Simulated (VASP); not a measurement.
Te: relaxation of cell and atoms with r2SCAN

Te:

```
Te
1.0
    -2.09340    2.09340    2.09340
     2.09340   -2.09340    2.09340
     2.09340    2.09340   -2.09340
Te
1
Direct
  0.00000 0.00000 0.00000
```

This isn't the form of Te at room conditions, which is trigonal, of chains.

- Program: VASP 6.6.1
- Task: relaxation of cell and atoms
- Functional: r2SCAN
- Potentials or basis: VASP PAW PBE potentials, release 64 (Te)
- Cutoff: 600 eV
- k mesh: 6 × 6 × 6
- Occupations: gaussian, width 0.1 eV
- Spin: no spin polarisation
- Dipole correction: no
- Further INCAR settings: ALGO = Normal; EDIFF = 1e-06; IBRION = 2; EDIFFG = -0.04; NSW = 90; ISIF = 3

```json
{"Relaxed volume": "28.19 Å³/atom", "Relaxed cell": "a = 3.321 Å, b = 3.321 Å, c = 3.321 Å, α = 109.47°, β = 109.47°, γ = 109.47°", "Space group after relaxing (to 0.1 Å)": "Im-3m (No. 229)", "Energy gained by relaxing": "263.2 meV/atom", "Ionic steps": "2", "Pressure after relaxing": "0.0 GPa", "Band gap on the k mesh": "zero (bands 3 and 4 overlap by 6.39 eV)"}
```

The path:
```tsv
step	energy change (eV)	largest force (eV/Å)	pressure (GPa)	volume (Å³)
1	0.0000	0.0000	-7.62	36.70
2	-0.2632	0.0000	0.01	28.19
```

Final structure:
```
CELL_PARAMETERS angstrom
-1.91716 1.91716 1.91716
1.91716 -1.91716 1.91716
1.91716 1.91716 -1.91716
ATOMIC_POSITIONS crystal
Te 0.00000 0.00000 0.00000
```

Levels at points of the mesh, in eV from the Fermi level:
```csv
k point,band 1,band 2,band 3,band 4,band 5,band 6
"(0.00, 0.00, 0.00)",-14.83,2.87,2.87,2.87,9.99,9.99
"(0.50, 0.00, 0.00)",-11.56,-6.54,-0.33,1.89,5.86,6.53
"(0.50, 0.50, 0.50)",-9.09,-3.51,-3.51,-3.51,3.09,3.09
```

Wall time 32 s on 1 thread of Intel(R) Xeon(R) Platinum 8559C (Emerald Rapids), on a shared host, peak memory 0.18 GiB.

Caveat: the volume moved by over 15 % at a fixed basis, so the end points are rough; the PAW data sets were made with another functional, which shifts forces and pressure a little; spin-orbit coupling is left out, which moves the levels of the heavy elements.
